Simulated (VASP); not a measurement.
## CdTe: electric field gradients with PBE

CdTe:

```
CELL_PARAMETERS angstrom
0.00000 3.30869 3.30869
3.30869 0.00000 3.30869
3.30869 3.30869 0.00000
ATOMIC_POSITIONS crystal
Cd 0.00000 0.00000 0.00000
Te 0.25000 0.25000 0.25000
```

- Program: VASP 6.6.1
- Task: electric field gradients
- Functional: PBE
- Potentials or basis: VASP PAW PBE potentials, release 64 (Cd, Te)
- Cutoff: 520 eV
- k mesh: 11 × 11 × 11
- Occupations: fermi-dirac, width 0.05 eV
- Spin: no spin polarisation
- Dipole correction: no
- Further INCAR settings: ALGO = Normal; EDIFF = 1e-08; NBANDS = 16

- Pressure: 0.1 GPa
- Band gap on the k mesh: 0.58 eV
- Largest electric field gradient by atom: zero within the noise of the run

Levels at points of the mesh, in eV from the valence-band top:
| k point | band 5 | band 6 | band 7 | band 8 | band 9 | band 10 | band 11 | band 12 | band 13 | band 14 |
| --- | --- | --- | --- | --- | --- | --- | --- | --- | --- | --- |
| (0.00, 0.00, 0.00) | -7.87 | -7.87 | 0.00 | 0.00 | 0.00 | 0.58 | 4.64 | 4.64 | 4.64 | 7.38 |

It took 100 s on 1 thread of Intel Xeon 8259CL, with other jobs on the host, peak memory 0.24 GiB.

Caveat: spin-orbit coupling is left out, which moves the levels of the heavy elements.
